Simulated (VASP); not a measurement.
Here is a VASP 6.6.1 calculation.

File INCAR:

```
PREC = Accurate
ENCUT = 520
EDIFF = 1E-6
ISMEAR = 0
SIGMA = 0.05
LREAL = F
LASPH = T
NELM = 60
ALGO = Normal
ISIF = 2
LWAVE = F
LCHARG = F
GGA = PE
NBANDS = 24
```

The input KPOINTS:

```
Automatic mesh
0
Gamma
  10 10 8
```

POSCAR

```
ZrC
1.0
    4.2482776331      0.0000000000      0.0000000000
    0.0000000000      4.2482776331      0.0000000000
    0.0000000000      0.0000000000      3.1189364603
Zr C
2 2
Direct
    0.5000000000      0.0000000000      0.2241488861
    0.0000000000      0.5000000000      0.7758511139
    0.0000000000      0.0000000000      0.0000000000
    0.5000000000      0.5000000000      0.0000000000
```

Potentials or basis: VASP PAW PBE potentials, release 64 (Zr_sv, C).

The run is started by

```sh
$ cat potpaw_PBE.64/Zr_sv/POTCAR potpaw_PBE.64/C/POTCAR > POTCAR
$ mpirun -np 1 vasp_std > vasp.out
```

Task: Predict the pressure.

Result: 0.2 GPa.

Task: Predict the largest force.

Result: 0.018 eV/Å.

Stress tensor (GPa, compression positive):
```
0.23 0.00 0.00
0.00 0.23 0.00
0.00 0.00 0.09
```
